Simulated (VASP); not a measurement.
# Y (Fm-3m) in VASP: notebook

Runs on Y. Level: PBEsol. Tasks: relaxation of cell and atoms.

Everything below comes from runs of VASP 6.6.1. Logs are shortened: lines on timing, memory, paths and dates and some standing lists are left out, and cuts for length are marked.

## (1) The cell of the first run

The structure is cubic, space group Fm-3m (No. 225). Conventional cell: a = 4.964 Å, b = 4.964 Å, c = 4.964 Å, α = 90.00°, β = 90.00°, γ = 90.00°. Y (site symmetry m-3m) has 12 Y at 3.51 Å within 4.6 Å.

This isn't the form of Y at room conditions, which is hcp.

## (2) Relaxation of cell and atoms, PBEsol

File INCAR:

```
PREC = Accurate ; ENCUT = 600
EDIFF = 1E-6 ; ISMEAR = 1
SIGMA = 0.1 ; LREAL = F
LASPH = T ; NELM = 100
ALGO = Normal ; ISIF = 3
LWAVE = F ; LCHARG = F
GGA = PS ; IBRION = 2
NSW = 60 ; EDIFFG = -0.02
```

File KPOINTS:

```
regular mesh
0
Gamma
  5 5 5
```

File POSCAR:

```
Y
1.0
    4.9640570330      0.0000000000      0.0000000000
    0.0000000000      4.9640570330      0.0000000000
    0.0000000000      0.0000000000      4.9640570330
Y
4
Direct
    0.0000000000      0.0000000000      0.0000000000
    0.0000000000      0.5000000000      0.5000000000
    0.5000000000      0.0000000000      0.5000000000
    0.5000000000      0.5000000000      0.0000000000
```

Potentials or basis: VASP PAW PBE potentials, release 64 (Y_sv).

On the command line:

```
$ cat potpaw_PBE.64/Y_sv/POTCAR > POTCAR
$ mpirun -np 1 vasp_std > vasp.out
```

OUTCAR:

```text
PREC = Accurate
   ENCUT = 600
   EDIFF = 1E-6
   ISMEAR = 1
   LREAL = F
   LASPH = T
   NELM = 100
   ISIF = 3
   GGA = PS
   IBRION = 2
   NSW = 60
   EDIFFG = -0.02

 ion  position               nearest neighbor table
   1  0.000  0.000  0.000-   2 3.51   3 3.51   4 3.51   2 3.51   3 3.51   2 3.51   4 3.51   2 3.51
                             3 3.51   4 3.51   3 3.51   4 3.51
   2  0.000  0.500  0.500-   1 3.51   3 3.51   4 3.51   1 3.51   4 3.51   1 3.51   3 3.51   1 3.51
                             3 3.51   4 3.51   4 3.51   3 3.51
   3  0.500  0.000  0.500-   1 3.51   2 3.51   4 3.51   1 3.51   4 3.51   2 3.51   4 3.51   4 3.51
                             1 3.51   2 3.51   1 3.51   2 3.51
   4  0.500  0.500  0.000-   1 3.51   2 3.51   3 3.51   2 3.51   3 3.51   1 3.51   3 3.51   3 3.51
                             1 3.51   2 3.51   2 3.51   1 3.51

  LATTYP: Found a simple cubic cell.
 ALAT       =     4.9640570330

  Lattice vectors:

 A1 = (   4.9640570330,   0.0000000000,   0.0000000000)
 A2 = (   0.0000000000,   4.9640570330,   0.0000000000)
 A3 = (   0.0000000000,   0.0000000000,   4.9640570330)

Analysis of symmetry for initial positions (statically):
=====================================================================
 Subroutine PRICEL returns following result:

  LATTYP: Found a face centered cubic cell.
 ALAT       =     4.9640570330

  Lattice vectors:

 A1 = (   2.4820285165,  -2.4820285165,   0.0000000000)
 A2 = (   2.4820285165,   0.0000000000,   2.4820285165)
 A3 = (   0.0000000000,  -2.4820285165,   2.4820285165)

   4 primitive cells build up your supercell.

 Routine SETGRP: Setting up the symmetry group for a
 simple cubic supercell.

 Subroutine GETGRP returns: Found 48 space group operations
 (whereof 48 operations were pure point group operations)
 out of a pool of 48 trial point group operations.

The static configuration has the point symmetry O_h .

Analysis of symmetry for dynamics (positions and initial velocities):
=====================================================================
 Subroutine PRICEL returns following result:

[... 456 lines left out ...]
  Total       -0.1119626     -0.1119626     -0.1119626      0.0000000      0.0000000      0.0000000
  in kB       -1.4664706     -1.4664706     -1.4664706      0.0000000      0.0000000      0.0000000
  external PRESSURE =      -1.4664706 kB  Pullay stress =       0.0000000 kB

 VOLUME and BASIS-vectors are now :
 -----------------------------------------------------------------------------
  energy-cutoff  :      600.00
  volume of cell :      122.32
      direct lattice vectors                 reciprocal lattice vectors
     4.964057033  0.000000000  0.000000000     0.201448129  0.000000000  0.000000000
     0.000000000  4.964057033  0.000000000     0.000000000  0.201448129  0.000000000
     0.000000000  0.000000000  4.964057033     0.000000000  0.000000000  0.201448129

 POSITION                                       TOTAL-FORCE (eV/Angst)
 -----------------------------------------------------------------------------------
      0.00000      0.00000      0.00000        -0.000000     -0.000000     -0.000000
      0.00000      2.48203      2.48203         0.000000      0.000000      0.000000
      2.48203      0.00000      2.48203        -0.000000      0.000000     -0.000000
      2.48203      2.48203      0.00000         0.000000      0.000000      0.000000
 -----------------------------------------------------------------------------------
    total drift:                                0.000000     -0.000000     -0.000000

  FREE ENERGIE OF THE ION-ELECTRON SYSTEM (eV)
  ---------------------------------------------------
  free  energy   TOTEN  =       -27.1939248772 eV

  energy  without entropy=      -27.1893296300  energy(sigma->0) =      -27.19239313

--------------------------------------- Ionic step        2  -------------------------------------------

 number of electron      43.9999999 magnetization

 Free energy of the ion-electron system (eV)
  ---------------------------------------------------
  ext. energy  EPLUGINS =         0.00000000
  ---------------------------------------------------
  free energy    TOTEN  =       -27.19408638 eV

  energy without entropy =      -27.18971499  energy(sigma->0) =      -27.19262925

 E-fermi :   3.2871     XC(G=0):  -9.8279

 val. band max:        3.2570859047   @ k =   0.4000   0.2000   0.2000
 cond. band min:       3.3182442344   @ k =   0.4000   0.4000   0.2000
 fundamental gap:      0.0611583298
 Fermi energy:         3.2870960433

 k-point     1 :       0.0000    0.0000    0.0000
  band No.  band energies     occupation
      1     -39.1063      2.00000
      2     -38.9895      2.00000
      3     -38.9895      2.00000
      4     -38.9895      2.00000
      5     -19.4347      2.00000
      6     -19.4347      2.00000
[... 279 lines left out ...]
     25       4.7798     -0.00000
     26       4.7798     -0.00000

------------------------ aborting loop because EDIFF is reached ----------------------------------------

  FORCE on cell =-STRESS in cart. coord.  units (eV):
  Direction    XX          YY          ZZ          XY          YZ          ZX
  --------------------------------------------------------------------------------------
  -------------------------------------------------------------------------------------
  Total        0.0218230      0.0218230      0.0218230     -0.0000000     -0.0000000      0.0000000
  in kB        0.2869961      0.2869961      0.2869961     -0.0000000     -0.0000000      0.0000000
  external PRESSURE =       0.2869961 kB  Pullay stress =       0.0000000 kB

 VOLUME and BASIS-vectors are now :
 -----------------------------------------------------------------------------
  energy-cutoff  :      600.00
  volume of cell :      121.83
      direct lattice vectors                 reciprocal lattice vectors
     4.957353851  0.000000000  0.000000000     0.201720521 -0.000000000 -0.000000000
     0.000000000  4.957353851  0.000000000    -0.000000000  0.201720521 -0.000000000
     0.000000000  0.000000000  4.957353851    -0.000000000 -0.000000000  0.201720521

 POSITION                                       TOTAL-FORCE (eV/Angst)
 -----------------------------------------------------------------------------------
      4.95735      4.95735      4.95735        -0.000000     -0.000000     -0.000000
      0.00000      2.47868      2.47868         0.000000     -0.000000      0.000000
      2.47868      0.00000      2.47868        -0.000000     -0.000000     -0.000000
      2.47868      2.47868      0.00000         0.000000      0.000000     -0.000000
 -----------------------------------------------------------------------------------
    total drift:                                0.000000      0.000000     -0.000000

  FREE ENERGIE OF THE ION-ELECTRON SYSTEM (eV)
  ---------------------------------------------------
  free  energy   TOTEN  =       -27.1940863814 eV

  energy  without entropy=      -27.1897149930  energy(sigma->0) =      -27.19262925

 reached required accuracy - stopping structural energy minimisation
```

OSZICAR:

```text
N       E                     dE             d eps       ncg     rms          rms(c)
DAV:   1     0.237862470648E+03    0.23786E+03   -0.24406E+04   520   0.181E+03
DAV:   2    -0.123457603447E+01   -0.23910E+03   -0.23572E+03   554   0.391E+02
DAV:   3    -0.258925824472E+02   -0.24658E+02   -0.24018E+02   846   0.636E+01
[... 16 lines left out ...]
DAV:   5    -0.271938856830E+02   -0.38715E-04   -0.25861E-05   614   0.246E-02    0.682E-02
DAV:   6    -0.271940799780E+02   -0.19430E-03   -0.49296E-04   760   0.733E-02    0.209E-02
DAV:   7    -0.271940817173E+02   -0.17393E-05   -0.15438E-05   520   0.208E-02    0.899E-03
DAV:   8    -0.271940861953E+02   -0.44780E-05   -0.22867E-06   412   0.125E-02    0.260E-03
DAV:   9    -0.271940863814E+02   -0.18608E-06   -0.37527E-07   332   0.286E-03
   2 F= -.27194086E+02 E0= -.27192629E+02  d E =-.161504E-03
```

Run time: 53 s. Hardware: 1 thread of Oxide Virtual Turin-like, shared host; peak memory 0.22 GiB.

Results:

```yaml
Free_energy: -27.1941 eV
Relaxed_volume: 30.46 Å³/atom
Relaxed_cell: a = 4.957 Å, b = 4.957 Å, c = 4.957 Å, α = 90.00°, β = 90.00°, γ = 90.00°
Space_group_after_relaxing_to_0.1_Å: Fm-3m (No. 225)
Energy_gained_by_relaxing: 0.0 meV/atom
Ionic_steps: 2
Pressure_after_relaxing: 0.0 GPa
Band_gap_on_the_k_mesh: zero (bands 22 and 23 overlap by 1.51 eV)
```

Step by step:
```
step  energy change (eV)  largest force (eV/Å)  pressure (GPa)  volume (Å³)
   1              0.0000                0.0000           -0.15       122.32
   2             -0.0002                0.0000            0.03       121.83
```

Final structure:
```yaml
crystal:
  lattice:
    - [4.95735, 0.00000, 0.00000]
    - [0.00000, 4.95735, 0.00000]
    - [0.00000, 0.00000, 4.95735]
  atoms:
    - { symbol: Y, position: [0.00000, 0.00000, 0.00000] }
    - { symbol: Y, position: [0.00000, 0.50000, 0.50000] }
    - { symbol: Y, position: [0.50000, 0.00000, 0.50000] }
    - { symbol: Y, position: [0.50000, 0.50000, 0.00000] }
```

Caveat: the PAW data sets were made with another functional, which shifts forces and pressure a little.

## (3) Relaxation of cell and atoms, PBEsol

This run uses another cell than the first one, of 32.97 Å³/atom.

File INCAR:

```
ALGO = Normal ; EDIFF = 1E-6
EDIFFG = -0.02 ; ENCUT = 600
GGA = PS ; IBRION = 2
ISIF = 3 ; ISMEAR = 1
LASPH = True ; LCHARG = False
LREAL = False ; LWAVE = False
NELM = 60 ; NSW = 60
PREC = Accurate ; SIGMA = 0.1
```

File KPOINTS:

```
k-points
0
Gamma
  5 5 5
```

File POSCAR:

```
Y
1.0
    5.0900000000      0.0000000000      0.0000000000
    0.0000000000      5.0900000000      0.0000000000
    0.0000000000      0.0000000000      5.0900000000
Y
4
Direct
    0.0000000000      0.0000000000      0.0000000000
    0.0000000000      0.5000000000      0.5000000000
    0.5000000000      0.0000000000      0.5000000000
    0.5000000000      0.5000000000      0.0000000000
```

Potentials or basis: VASP PAW PBE potentials, release 64 (Y_sv).

On the command line:

```
$ cat potpaw_PBE.64/Y_sv/POTCAR > POTCAR
$ mpirun -np 1 vasp_std > vasp.out
```

OUTCAR:

```text
EDIFF = 1E-6
   EDIFFG = -0.02
   ENCUT = 600
   GGA = PS
   IBRION = 2
   ISIF = 3
   ISMEAR = 1
   LASPH = True
   LREAL = False
   NELM = 60
   NSW = 60
   PREC = Accurate

 ion  position               nearest neighbor table
   1  0.000  0.000  0.000-   2 3.60   3 3.60   4 3.60   2 3.60   3 3.60   2 3.60   4 3.60   2 3.60
                             3 3.60   4 3.60   3 3.60   4 3.60
   2  0.000  0.500  0.500-   1 3.60   3 3.60   4 3.60   1 3.60   4 3.60   1 3.60   3 3.60   1 3.60
                             3 3.60   4 3.60   4 3.60   3 3.60
   3  0.500  0.000  0.500-   1 3.60   2 3.60   4 3.60   1 3.60   4 3.60   2 3.60   4 3.60   4 3.60
                             1 3.60   2 3.60   1 3.60   2 3.60
   4  0.500  0.500  0.000-   1 3.60   2 3.60   3 3.60   2 3.60   3 3.60   1 3.60   3 3.60   3 3.60
                             1 3.60   2 3.60   2 3.60   1 3.60

  LATTYP: Found a simple cubic cell.
 ALAT       =     5.0900000000

  Lattice vectors:

 A1 = (   5.0900000000,   0.0000000000,   0.0000000000)
 A2 = (   0.0000000000,   5.0900000000,   0.0000000000)
 A3 = (   0.0000000000,   0.0000000000,   5.0900000000)

Analysis of symmetry for initial positions (statically):
=====================================================================
 Subroutine PRICEL returns following result:

  LATTYP: Found a face centered cubic cell.
 ALAT       =     5.0900000000

  Lattice vectors:

 A1 = (   2.5450000000,  -2.5450000000,   0.0000000000)
 A2 = (   2.5450000000,   0.0000000000,   2.5450000000)
 A3 = (   0.0000000000,  -2.5450000000,   2.5450000000)
[... 154 lines left out ...]
 NGX is ok and might be reduce to    42
   NGX = 21   NGY = 21   NGZ = 21

--------------------------------------- Ionic step        1  -------------------------------------------

 number of electron      44.0000001 magnetization

 Free energy of the ion-electron system (eV)
  ---------------------------------------------------
  ext. energy  EPLUGINS =         0.00000000
  ---------------------------------------------------
  free energy    TOTEN  =       -27.10043254 eV

  energy without entropy =      -27.09184272  energy(sigma->0) =      -27.09756927

 E-fermi :   2.9115     XC(G=0):  -9.5145

 val. band max:        2.8999394697   @ k =   0.4000   0.2000   0.2000
 cond. band min:       3.0372593194   @ k =   0.4000   0.4000   0.2000
 fundamental gap:      0.1373198497
 Fermi energy:         2.9114983077

 k-point     1 :       0.0000    0.0000    0.0000
  band No.  band energies     occupation
      1     -39.6888      2.00000
      2     -39.6061      2.00000
      3     -39.6061      2.00000
      4     -39.6061      2.00000
      5     -19.9282      2.00000
      6     -19.9282      2.00000
[... 354 lines left out ...]
--------------------------------------- Ionic step        3  -------------------------------------------

 number of electron      43.9999997 magnetization

 Free energy of the ion-electron system (eV)
  ---------------------------------------------------
  ext. energy  EPLUGINS =         0.00000000
  ---------------------------------------------------
  free energy    TOTEN  =       -27.19470417 eV

  energy without entropy =      -27.19028068  energy(sigma->0) =      -27.19322967

 E-fermi :   3.2824     XC(G=0):  -9.8240

 val. band max:        3.2527320097   @ k =   0.4000   0.2000   0.2000
 cond. band min:       3.3130823736   @ k =   0.4000   0.4000   0.2000
 fundamental gap:      0.0603503639
 Fermi energy:         3.2824431479

 k-point     1 :       0.0000    0.0000    0.0000
  band No.  band energies     occupation
      1     -39.1132      2.00000
      2     -38.9970      2.00000
      3     -38.9970      2.00000
      4     -38.9970      2.00000
      5     -19.4405      2.00000
      6     -19.4405      2.00000
[... 310 lines left out ...]
  FREE ENERGIE OF THE ION-ELECTRON SYSTEM (eV)
  ---------------------------------------------------
  free  energy   TOTEN  =       -27.1947041692 eV

  energy  without entropy=      -27.1902806803  energy(sigma->0) =      -27.19322967

 reached required accuracy - stopping structural energy minimisation
```

OSZICAR:

```text
N       E                     dE             d eps       ncg     rms          rms(c)
DAV:   1     0.244484894648E+03    0.24448E+03   -0.24092E+04   520   0.179E+03
DAV:   2    -0.374779791974E+01   -0.24823E+03   -0.24519E+03   584   0.389E+02
DAV:   3    -0.263845568165E+02   -0.22637E+02   -0.22200E+02   854   0.627E+01
[... 29 lines left out ...]
DAV:   5    -0.271940313155E+02   -0.13886E-03   -0.10900E-04   674   0.508E-02    0.136E-01
DAV:   6    -0.271946980943E+02   -0.66678E-03   -0.19440E-03   748   0.147E-01    0.384E-02
DAV:   7    -0.271947006184E+02   -0.25241E-05   -0.60695E-05   600   0.398E-02    0.198E-02
DAV:   8    -0.271947048550E+02   -0.42367E-05   -0.82204E-06   486   0.219E-02    0.215E-03
DAV:   9    -0.271947041692E+02    0.68583E-06   -0.24118E-06   458   0.534E-03
   3 F= -.27194704E+02 E0= -.27193230E+02  d E =-.942716E-01
```

Run time: 2.7 min. Hardware: 1 thread of Oxide Virtual Turin-like, shared host; peak memory 0.25 GiB.

Results:

- Free energy: -27.1947 eV
- Relaxed volume: 30.49 Å³/atom
- Relaxed cell: a = 4.959 Å, b = 4.959 Å, c = 4.959 Å, α = 90.00°, β = 90.00°, γ = 90.00°
- Space group after relaxing (to 0.1 Å): Fm-3m (No. 225)
- Energy gained by relaxing: 23.6 meV/atom
- Ionic steps: 3
- Pressure after relaxing: 0.0 GPa
- Band gap on the k mesh: zero (bands 22 and 23 overlap by 1.50 eV)

The path:
| step | energy change (eV) | largest force (eV/Å) | pressure (GPa) | volume (Å³) |
| --- | --- | --- | --- | --- |
| 1 | 0.0000 | 0.0000 | -2.85 | 131.87 |
| 2 | -0.0933 | 0.0000 | 0.35 | 120.98 |
| 3 | -0.0943 | 0.0000 | 0.00 | 121.94 |

Final structure:
```
Y
1.0
     4.95893    0.00000    0.00000
     0.00000    4.95893    0.00000
     0.00000    0.00000    4.95893
Y
4
Direct
  0.00000 0.00000 0.00000
  0.00000 0.50000 0.50000
  0.50000 0.00000 0.50000
  0.50000 0.50000 0.00000
```

Levels at points of the mesh, in eV from the Fermi level:
| k point | band 21 | band 22 | band 23 | band 24 | band 25 | band 26 |
| --- | --- | --- | --- | --- | --- | --- |
| (0.00, 0.00, 0.00) | -0.97 | -0.97 | -0.97 | 1.87 | 1.87 | 1.87 |

Caveat: the PAW data sets were made with another functional, which shifts forces and pressure a little.

The gap in the log of VASP goes by the Fermi energy; the results here count the filled bands.